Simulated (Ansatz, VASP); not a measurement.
## One calculation of InGa3P4, two programs

INCAR

```
PREC     = Accurate       # precision mode
ENCUT    = 600            # plane-wave cutoff, eV
EDIFF    = 1E-7           # SCF threshold, eV
ISMEAR   = 0              # smearing method
SIGMA    = 0.1            # smearing width, eV
LREAL    = F              # projectors in reciprocal space
LASPH    = T              # aspherical terms in the spheres
NELM     = 100            # most SCF steps
ALGO     = Normal         # electronic algorithm
ISIF     = 3              # what is computed and relaxed
LWAVE    = F              # write WAVECAR
LCHARG   = F              # write CHGCAR
GGA      = PE             # functional
IBRION   = 2              # ionic algorithm
NSW      = 90             # ionic steps
EDIFFG   = -0.04          # ionic threshold
```

KPOINTS

```
regular mesh
0
Gamma
  4 4 4
```

The input POSCAR:

```
InGa3P4
1.0
   -2.7216852300      2.7216852300      5.4433704600
    2.7216852300     -2.7216852300      5.4433704600
    2.7216852300      2.7216852300     -5.4433704600
In Ga P
1 3 4
Direct
    0.5000000000      0.5000000000      0.0000000000
    0.7500000000      0.2500000000      0.5000000000
    0.0000000000      0.0000000000      0.0000000000
    0.2500000000      0.7500000000      0.5000000000
    0.1250000000      0.6250000000      0.0000000000
    0.3750000000      0.3750000000      0.5000000000
    0.6250000000      0.1250000000      0.0000000000
    0.8750000000      0.8750000000      0.5000000000
```

Input for Ansatz:

```yaml
crystal:
  lattice:
    - [-2.72168523, 2.72168523, 5.44337046]
    - [2.72168523, -2.72168523, 5.44337046]
    - [2.72168523, 2.72168523, -5.44337046]
  atoms:
    - { symbol: In, position: [0.5, 0.5, 0.0] }
    - { symbol: Ga, position: [0.75, 0.25, 0.5] }
    - { symbol: Ga, position: [0.0, 0.0, 0.0] }
    - { symbol: Ga, position: [0.25, 0.75, 0.5] }
    - { symbol: P, position: [0.125, 0.625, 0.0] }
    - { symbol: P, position: [0.375, 0.375, 0.5] }
    - { symbol: P, position: [0.625, 0.125, 0.0] }
    - { symbol: P, position: [0.875, 0.875, 0.5] }
basis:
  ecutwfc: 420
kpoints:
  mp_grid: { grid: [4, 4, 4] }
hamiltonian:
  xc: pbe
scf:
  occupations: { method: gaussian, width: 0.1 }
  lower_state_search: "off"
output:
  forces: true
  stress: true
  eigenvalues: true
relax:
  adjacent_minimum: "off"
  f_tol: 0.04
  max_steps: 70
  cell: { stress_tol: 0.4 }
```

Alike in both runs: task relaxation of cell and atoms; functional PBE; k mesh 4 × 4 × 4; occupations gaussian, width 0.1 eV; no spin polarisation.

```csv
,VASP,Ansatz
version,VASP 6.6.1,Ansatz 0.2.0
potentials or method,"VASP PAW PBE potentials, release 64 (In_d, Ga_d, P), cutoff 600 eV","scalar-relativistic, plane waves, PAW"
valence electrons in the cell,72,72
```

|  | VASP | Ansatz | Ansatz less VASP |
| --- | --- | --- | --- |
| gap on the k mesh at the Fermi level, each at its own relaxed structure (eV) | 1.15 | 1.17 | +0.026 |
| relaxed volume (Å³/atom) | 22.17 | 22.10 | -0.068 |
| relaxed length of the cell vector where the two differ most in proportion (Å) | 6.878 | 6.870 | -0.0084 |
